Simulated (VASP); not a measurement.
# Fe (Im-3m) in VASP: a series of runs, part 2 of 2

VASP 6.6.1. The steps go on from the part before.

**3. Single point, LDA, collinear spin, ferromagnetic start**

INCAR

```
SYSTEM = Fe
ALGO = Normal
EDIFF = 1E-7
ENCUT = 520
GGA = CA
ISIF = 2
ISMEAR = -1
ISPIN = 2
LASPH = .True.
LCHARG = .False.
LMAXMIX = 4
LORBIT = 11
LREAL = .False.
LWAVE = .False.
MAGMOM = 4
NBANDS = 14
NELM = 150
PREC = Accurate
SIGMA = 0.05
```

KPOINTS

```
k-points
0
Gamma
  13 13 13
  0 0 0
```

POSCAR

```
Fe
1.0
   -1.4410000000      1.4410000000      1.4410000000
    1.4410000000     -1.4410000000      1.4410000000
    1.4410000000      1.4410000000     -1.4410000000
Fe
1
Direct
    0.0000000000      0.0000000000      0.0000000000
```

Potentials or basis: VASP PAW LDA potentials, release 64 (Fe).

Run with:

```bash
> cat potpaw_LDA.64/Fe/POTCAR > POTCAR
> mpirun -np 1 vasp_std > vasp.out
```

OUTCAR:

```text
SYSTEM = Fe
   EDIFF = 1E-7
   ENCUT = 520
   GGA = CA
   ISIF = 2
   ISMEAR = -1
   ISPIN = 2
   LASPH = .True.
   LORBIT = 11
   LREAL = .False.
   NELM = 150
   PREC = Accurate

 ion  position               nearest neighbor table
   1  0.000  0.000  0.000-

  LATTYP: Found a body centered cubic cell.
 ALAT       =     2.8820000000

  Lattice vectors:

 A1 = (  -1.4410000000,   1.4410000000,   1.4410000000)
 A2 = (   1.4410000000,  -1.4410000000,   1.4410000000)
 A3 = (   1.4410000000,   1.4410000000,  -1.4410000000)

Analysis of symmetry for initial positions (statically):
=====================================================================
 Subroutine PRICEL returns:
 Original cell was already a primitive cell.

 Routine SETGRP: Setting up the symmetry group for a
 body centered cubic supercell.

 Subroutine GETGRP returns: Found 48 space group operations
 (whereof 48 operations were pure point group operations)
 out of a pool of 48 trial point group operations.

The static configuration has the point symmetry O_h .

Analysis of symmetry for dynamics (positions and initial velocities):
=====================================================================
 Subroutine PRICEL returns:
 Original cell was already a primitive cell.

 Routine SETGRP: Setting up the symmetry group for a
 body centered cubic supercell.

 Subroutine GETGRP returns: Found 48 space group operations
 (whereof 48 operations were pure point group operations)
 out of a pool of 48 trial point group operations.

The dynamic configuration has the point symmetry O_h .

Analysis of structural, dynamic, and magnetic symmetry:
=====================================================================
 Subroutine PRICEL returns:
 Original cell was already a primitive cell.

 Routine SETGRP: Setting up the symmetry group for a
 body centered cubic supercell.

 Subroutine GETGRP returns: Found 48 space group operations
 (whereof 48 operations were pure point group operations)
 out of a pool of 48 trial point group operations.

The overall configuration has the point symmetry O_h .

 Subroutine INISYM returns: Found 48 space group operations
 (whereof 48 operations are pure point group operations),
 and found     1 'primitive' translations

----------------------------------------------------------------------------------------

                                     Primitive cell

  volume of cell :      11.9688

  direct lattice vectors                    reciprocal lattice vectors
    -1.441000000  1.441000000  1.441000000     0.000000000  0.346981263  0.346981263
     1.441000000 -1.441000000  1.441000000     0.346981263  0.000000000  0.346981263
     1.441000000  1.441000000 -1.441000000     0.346981263  0.346981263  0.000000000

  length of vectors
     2.495885214  2.495885214  2.495885214     0.490705608  0.490705608  0.490705608

  position of ions in fractional coordinates (direct lattice)
     0.000000000  0.000000000  0.000000000

  ion indices of the primitive-cell ions
   primitive index   ion index
                 1           1

----------------------------------------------------------------------------------------

 KPOINTS: k-points

Automatic generation of k-mesh.
 Grid dimensions read from file:
 generate k-points for:   13   13   13

[... 65 lines left out ...]
   EDIFFG = 0.1E-05   stopping-criterion for IOM
   NSW    =      0    number of steps for IOM
   IBRION =     -1    ionic relax: 0-MD 1-quasi-New 2-CG
   NFREE  =      0    steps in history (QN), initial steepest desc. (CG)
   ISIF   =      2    stress and relaxation
   ISYM   =      2    0-nonsym 1-usesym 2-fastsym
   POTIM  = 0.5000    time-step for ionic-motion
   TEBEG  =    0.0;   TEEND  =   0.0 temperature during run
   PSTRESS=    0.0 pullay stress
   NELECT =       8.0000    total number of electrons
   NUPDOWN=      -1.0000    fix difference up-down
   EMIN   =  10.00;   EMAX   =-10.00  energy-range for DOS
   EFERMI =   0.00;   METHOD = LEGACY
   ISMEAR =    -1;   SIGMA  =   0.05  broadening in eV -4-tet -1-fermi 0-gaus
   EFERMI_NEDOS =   21; number of points for ismear=-14 and -15
   IALGO  =     38    algorithm
   IMIX   =      4    mixing-type and parameters
     AMIX     =   0.40;   BMIX     =  1.00
     AMIX_MAG =   1.60;   BMIX_MAG =  1.00
  volume/ion in A,a.u.               =      11.97        80.77
  Fermi-wavevector in a.u.,A,eV,Ry     =   1.431377  2.704911 27.876181  2.048842
  Thomas-Fermi vector in A             =   2.551121
   LORBIT       =     11    0 simple, 1 ext, 2 COOP (PROOUT), +10 PAW based schemes
   GGA     = CA    functional components
   LHFCALC =     F    Hartree Fock is set to
   AEXX    =    0.0000 exact exchange contribution
   IVDW    =     0    specifies the selected vdW correction
   LEPSILON=     F    determine dielectric tensor
   LRPA    =     F    only Hartree local field effects (RPA)
 spin polarized calculation
  energy-cutoff  :      520.00
  volume of cell :       11.97
 maximum number of plane-waves:       335
   NGX =  9   NGY =  9   NGZ =  9

 number of electron       7.9999995 magnetization       2.1542662

 Free energy of the ion-electron system (eV)
  ---------------------------------------------------
  ext. energy  EPLUGINS =         0.00000000
  ---------------------------------------------------
  free energy    TOTEN  =        -9.07816712 eV

  energy without entropy =       -9.06782356  energy(sigma->0) =       -9.07299534

 E-fermi :   5.1333     XC(G=0): -13.1267

 val. band max:        5.1323553157   @ k =  -0.3077   0.3846   0.2308
 cond. band min:       5.1438949847   @ k =  -0.4615   0.4615   0.4615
 fundamental gap:      0.0115396690
 Fermi energy:         5.1333454490

 spin component 1

 k-point     1 :       0.0000    0.0000    0.0000
  band No.  band energies     occupation
      1      -3.0646      1.00000
      2       2.9692      1.00000
      3       2.9692      1.00000
      4       2.9692      1.00000
      5       4.2112      1.00000
      6       4.2112      1.00000
      7      29.5209      0.00000
      8      29.5209      0.00000
      9      29.5209      0.00000
     10      34.3257      0.00000
     11      34.3257      0.00000
     12      36.2167      0.00000
     13      36.2167      0.00000
     14      36.2167      0.00000
[... 379 lines left out ...]
      3       2.5672      1.00000
      4       4.1444      1.00000
      5       4.3066      1.00000
      6       5.2532      0.08334
      7      17.9858      0.00000
      8      22.0133      0.00000
      9      23.6001      0.00000
     10      31.1085      0.00000
     11      34.8107      0.00000
     12      37.1015      0.00000
     13      38.9255      0.00000
     14      42.1429      0.00000

 [... further k-points ...]

 spin component 2

 k-point     1 :       0.0000    0.0000    0.0000
  band No.  band energies     occupation
      1      -2.7163      1.00000
      2       4.7412      0.99961
      3       4.7412      0.99961
      4       4.7412      0.99961
      5       6.4712      0.00000
      6       6.4712      0.00000
      7      29.6420      0.00000
      8      29.6420      0.00000
      9      29.6420      0.00000
     10      34.7597      0.00000
     11      34.7597      0.00000
     12      37.0126      0.00000
     13      37.0127      0.00000
     14      37.0128      0.00000
[... 379 lines left out ...]
      3       4.0599      1.00000
      4       6.3236      0.00000
      5       6.5860      0.00000
      6       7.0838      0.00000
      7      18.8151      0.00000
      8      22.5878      0.00000
      9      24.2961      0.00000
     10      31.4530      0.00000
     11      35.4599      0.00000
     12      37.5309      0.00000
     13      39.3965      0.00000
     14      42.7238      0.00000

 [... further k-points ...]
[... 5 lines left out ...]
  --------------------------------------------------------------------------------------
  -------------------------------------------------------------------------------------
  Total       -1.9604339     -1.9604339     -1.9604339     -0.0000000     -0.0000000     -0.0000000
  in kB     -262.4284159   -262.4284159   -262.4284159     -0.0000000     -0.0000000     -0.0000000
  external PRESSURE =    -262.4284159 kB  Pullay stress =       0.0000000 kB

 VOLUME and BASIS-vectors are now :
 -----------------------------------------------------------------------------
  energy-cutoff  :      520.00
  volume of cell :       11.97
      direct lattice vectors                 reciprocal lattice vectors
    -1.441000000  1.441000000  1.441000000     0.000000000  0.346981263  0.346981263
     1.441000000 -1.441000000  1.441000000     0.346981263  0.000000000  0.346981263
     1.441000000  1.441000000 -1.441000000     0.346981263  0.346981263  0.000000000

 POSITION                                       TOTAL-FORCE (eV/Angst)
 -----------------------------------------------------------------------------------
      0.00000      0.00000      0.00000         0.000000     -0.000000      0.000000
 -----------------------------------------------------------------------------------
    total drift:                                0.000000     -0.000000      0.000000

  FREE ENERGIE OF THE ION-ELECTRON SYSTEM (eV)
  ---------------------------------------------------
  free  energy   TOTEN  =        -9.0781671198 eV

  energy  without entropy=       -9.0678235580  energy(sigma->0) =       -9.07299534

 total charge

# of ion       s       p       d       tot
------------------------------------------
    1        0.467   0.490   6.221   7.177

 magnetization (x)

# of ion       s       p       d       tot
------------------------------------------
    1       -0.012  -0.039   2.189   2.138
```

Run time: 13 s. Hardware: 1 thread of Intel Xeon 6975P-C (Granite Rapids), shared host; peak memory 0.13 GiB.

Results:

```yaml
Free_energy: -9.0782 eV
Pressure: -26.2 GPa
Net_moment: 2.15 μB per cell
Site_moments: Fe +2.14 μB
Valence_electrons_inside_the_program's_atomic_spheres: Fe 7.18
```

**4. Single point, LDA, collinear spin, ferromagnetic start**

INCAR

```
SYSTEM = Fe
PREC = Accurate
ENCUT = 520
EDIFF = 1E-6
ISMEAR = -1
SIGMA = 0.05
LREAL = .FALSE.
LASPH = .TRUE.
NELM = 150
ALGO = Normal
ISIF = 2
LWAVE = .FALSE.
LCHARG = .FALSE.
ISPIN = 2
MAGMOM = 4
LORBIT = 11
LMAXMIX = 4
NBANDS = 14
```

KPOINTS

```
regular mesh
0
G
  13 13 13
  0 0 0
```

POSCAR is that of step 3.

Potentials or basis: VASP PAW LDA potentials, release 64 (Fe).

Run with:

```bash
> cat potpaw_LDA.64/Fe/POTCAR > POTCAR
> mpirun -np 1 vasp_std > vasp.out
```

OUTCAR:

```text
SYSTEM = Fe
   PREC = Accurate
   ENCUT = 520
   EDIFF = 1E-6
   ISMEAR = -1
   LREAL = .FALSE.
   LASPH = .TRUE.
   NELM = 150
   ISIF = 2
   ISPIN = 2
   LORBIT = 11

 ion  position               nearest neighbor table
   1  0.000  0.000  0.000-

  LATTYP: Found a body centered cubic cell.
 ALAT       =     2.8820000000

  Lattice vectors:

 A1 = (  -1.4410000000,   1.4410000000,   1.4410000000)
 A2 = (   1.4410000000,  -1.4410000000,   1.4410000000)
 A3 = (   1.4410000000,   1.4410000000,  -1.4410000000)
[... 1022 lines left out ...]
  -------------------------------------------------------------------------------------
  Total       -1.9815457     -1.9815457     -1.9815457     -0.0000000     -0.0000000      0.0000000
  in kB     -265.2544853   -265.2544853   -265.2544853     -0.0000000     -0.0000000      0.0000000
  external PRESSURE =    -265.2544853 kB  Pullay stress =       0.0000000 kB

 VOLUME and BASIS-vectors are now :
 -----------------------------------------------------------------------------
  energy-cutoff  :      520.00
  volume of cell :       11.97
      direct lattice vectors                 reciprocal lattice vectors
    -1.441000000  1.441000000  1.441000000     0.000000000  0.346981263  0.346981263
     1.441000000 -1.441000000  1.441000000     0.346981263  0.000000000  0.346981263
     1.441000000  1.441000000 -1.441000000     0.346981263  0.346981263  0.000000000

 POSITION                                       TOTAL-FORCE (eV/Angst)
 -----------------------------------------------------------------------------------
      0.00000      0.00000      0.00000         0.000000     -0.000000      0.000000
 -----------------------------------------------------------------------------------
    total drift:                                0.000000     -0.000000      0.000000

  FREE ENERGIE OF THE ION-ELECTRON SYSTEM (eV)
  ---------------------------------------------------
  free  energy   TOTEN  =        -9.0781668127 eV

  energy  without entropy=       -9.0678217002  energy(sigma->0) =       -9.07299426

 total charge

# of ion       s       p       d       tot
------------------------------------------
    1        0.467   0.490   6.221   7.177

 magnetization (x)

# of ion       s       p       d       tot
------------------------------------------
    1       -0.012  -0.039   2.189   2.138
```

stdout:

```text
POSCAR found type information on POSCAR Fe
 POSCAR found :  1 types and       1 ions
 scaLAPACK will be used
 LDA part: xc-table for (Slater(with rela. corr.)+CA(PZ))
 , standard interpolation
 POSCAR, INCAR and KPOINTS ok, starting setup
 FFT: planning ... GRIDC
 FFT: planning ... GRID_SOFT
 FFT: planning ... GRID
 WAVECAR not read
 entering main loop
```

Run time: 11 s. Hardware: 1 thread of Intel Xeon 6975P-C (Granite Rapids), shared host; peak memory 0.13 GiB.

What came out:

- Free energy: -9.0782 eV
- Pressure: -26.5 GPa
- Net moment: 2.15 μB per cell
- Site moments: Fe +2.14 μB
- Valence electrons inside the program's atomic spheres: Fe 7.18

**5. Single point, LDA, collinear spin, ferromagnetic start**

INCAR

```
PREC     = Accurate       # precision mode
ENCUT    = 520            # plane-wave cutoff, eV
EDIFF    = 1E-6           # SCF threshold, eV
ISMEAR   = -1             # smearing method
SIGMA    = 0.05           # smearing width, eV
LREAL    = False          # projectors in reciprocal space
LASPH    = True           # aspherical terms in the spheres
NELM     = 150            # most SCF steps
ALGO     = Normal         # electronic algorithm
ISIF     = 2              # what is computed and relaxed
LWAVE    = False          # write WAVECAR
LCHARG   = True           # write CHGCAR
ISPIN    = 2              # spin polarisation
MAGMOM   = 4              # initial moments
LORBIT   = 11             # projections on sites
LMAXMIX  = 4              # l up to which the mixer works
LELF     = True           # ELF
LVHAR    = True         
NBANDS   = 14             # bands
```

KPOINTS

```
Automatic mesh
0
Gamma
  13 13 13
```

POSCAR is that of step 4.

Run with:

```bash
> cat potpaw_LDA.64/Fe/POTCAR > POTCAR
> mpirun -np 1 vasp_std > vasp.out
```

Wall time 12 s (1 thread of Intel Xeon 6975P-C (Granite Rapids), shared host); peak memory 0.13 GiB.

The run converged. Its results:

```
Free energy                                           : -9.0782 eV
Pressure                                              : -26.5 GPa
Net moment                                            : 2.15 μB per cell
Site moments                                          : Fe +2.14 μB
Valence electrons inside the program's atomic spheres : Fe 7.18
```

Levels at points of the mesh, in eV from the Fermi level:
Spin up:
```
           k point  band 3  band 4  band 5  band 6  band 7  band 8
(0.00, 0.00, 0.00)   -2.16   -2.16   -0.92   -0.92   24.39   24.39
```
Spin down:
```tsv
k point	band 1	band 2	band 3	band 4	band 5	band 6	band 7	band 8
(0.00, 0.00, 0.00)	-7.85	-0.39	-0.39	-0.39	1.34	1.34	24.51	24.51
```
